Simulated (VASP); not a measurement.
Wanted: the native input for a VASP 6.6.1 run.

* Task: single point
* Functional: PBE
* Potentials or basis: VASP PAW PBE potentials, release 64 (W_sv, C)
* Cutoff: 520 eV
* k mesh: 10 × 10 × 9
* Occupations: gaussian, width 0.021 eV
* Spin: no spin polarisation
* Dipole correction: no
* Further INCAR settings: ALGO = Normal; EDIFF = 1e-06; NBANDS = 16

The structure of WC (Qusongite) lies in POSCAR:

```
WC
1.0
    2.9065000000      0.0000000000      0.0000000000
   -1.4532500000      2.5171028361      0.0000000000
    0.0000000000      0.0000000000      2.8366000000
W C
1 1
Direct
    0.0000000000      0.0000000000      0.0000000000
    0.6666666667      0.3333333333      0.5000000000
```

One way to write it, as run:

INCAR

```
  PREC = Accurate
  ENCUT = 520
  EDIFF = 1E-6
  ISMEAR = 0
  SIGMA = 0.020999999999999998
  LREAL = F
  LASPH = T
  NELM = 100
  ALGO = Normal
  ISIF = 2
  LWAVE = F
  LCHARG = F
  GGA = PE
  NBANDS = 16
```

KPOINTS

```
Automatic mesh
0
Gamma
  10 10 9
```

Potentials or basis: VASP PAW PBE potentials, release 64 (W_sv, C).

The run is started by

```sh
$ cat potpaw_PBE.64/W_sv/POTCAR potpaw_PBE.64/C/POTCAR > POTCAR
$ mpirun -np 1 vasp_std > vasp.out
```

It gave:

The pressure is 6.7 GPa. The band gap on the k mesh is zero (band 9 reaches 11.73 eV, above the bottom of band 10 at 10.54 eV).

Caveat: spin-orbit coupling is left out, which moves the levels of the heavy elements.

It took 27 s on 1 thread of Intel Xeon 8259CL, on a shared host, peak memory 0.15 GiB.
